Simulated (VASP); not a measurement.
Input of a VASP 6.6.1 run:

The input INCAR:

```
SYSTEM = Rh
PREC = Accurate
ENCUT = 520
EDIFF = 1E-6
ISMEAR = 1
SIGMA = 0.2
LREAL = .False.
LASPH = .True.
NELM = 60
ALGO = Normal
ISIF = 2
LWAVE = .False.
LCHARG = .False.
NBANDS = 14
```

KPOINTS

```
regular mesh
0
Gamma
  14 14 14
  0 0 0
```

Contents of POSCAR:

```
Rh
1.0
    0.0000000000      1.8776226225      1.8776226225
    1.8776226225      0.0000000000      1.8776226225
    1.8776226225      1.8776226225      0.0000000000
Rh
1
Direct
    0.0000000000      0.0000000000      0.0000000000
```

Potentials or basis: VASP PAW LDA potentials, release 64 (Rh_pv).

Launch:

```sh
$ cat potpaw_LDA.64/Rh_pv/POTCAR > POTCAR
$ mpirun -np 1 vasp_std > vasp.out
```

**Question.** Predict the pressure.

**Answer.** 0.5 GPa.
